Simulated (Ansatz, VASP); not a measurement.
# Pd: VASP beside Ansatz

Contents of INCAR:

```
ALGO = Normal ; EDIFF = 1E-7
ENCUT = 520 ; GGA_COMPAT = False
ISIF = 2 ; ISMEAR = 0
LASPH = True ; LCHARG = False
LMAXMIX = 4 ; LNONCOLLINEAR = True
LORBIT = 11 ; LORBMOM = True
LREAL = False ; LSORBIT = True
LWAVE = False ; MAGMOM = 0 0 0
NBANDS = 21 ; NELM = 150
PREC = Accurate ; SIGMA = 0.05
```

KPOINTS

```
k-points
0
Gamma
  9 9 9
```

POSCAR

```
Pd
1.0
   -1.6157220000      1.6369980000      1.6341410000
    1.5617340000     -1.6050160000      1.5481710000
    1.5336930000      1.5229860000     -1.6021590000
Pd
1
Direct
    0.0185240000      0.0114920000      0.0157840000
```

input.yaml

```yaml
crystal:
  lattice:
    - [-1.615722, 1.636998, 1.634141]
    - [1.561734, -1.605016, 1.548171]
    - [1.533693, 1.522986, -1.602159]
  atoms:
    - { symbol: Pd, position: [0.018524, 0.011492, 0.015784] }
kpoints:
  mp_grid: { grid: [9, 9, 9] }
scf:
  occupations: { method: gaussian, width: 0.05 }
hamiltonian:
  xc: lda
  pseudopotentials: { kind: all_electron, lapw: { basis_error: 0.001 } }
magnetization:
  noncollinear: true
  spin_orbit: true
output:
  forces: true
  stress: true
  eigenvalues: true
  populations: true
```

Change from the starting cell: cell strained at random at fixed volume.

Alike in both runs: functional LDA; k mesh 9 × 9 × 9; occupations gaussian, width 0.05 eV; non-collinear spin, spin-orbit coupling.

|  | VASP | Ansatz |
| --- | --- | --- |
| version | VASP 6.6.1 | Ansatz 0.2.0 |
| potentials or method | VASP PAW LDA potentials, release 64 (Pd), cutoff 520 eV | all-electron LAPW, relativistic spinors |
| task | single point | atomic charges |

|  | VASP | Ansatz | Ansatz less VASP |
| --- | --- | --- | --- |
| pressure (GPa) | -14.5 | -14.8 | -0.23 |
| traceless stress, the component that is largest in VASP (GPa) | 4.15 | 4.18 | +0.026 |

LDA's correlation is that of Perdew and Zunger in VASP and of Perdew and Wang (1992) in Ansatz. Ansatz ran all-electron here, and VASP with PAW potentials.

Noted on Ansatz's run: the k mesh is thin for a metal, which can move the energy by tens of meV per atom.
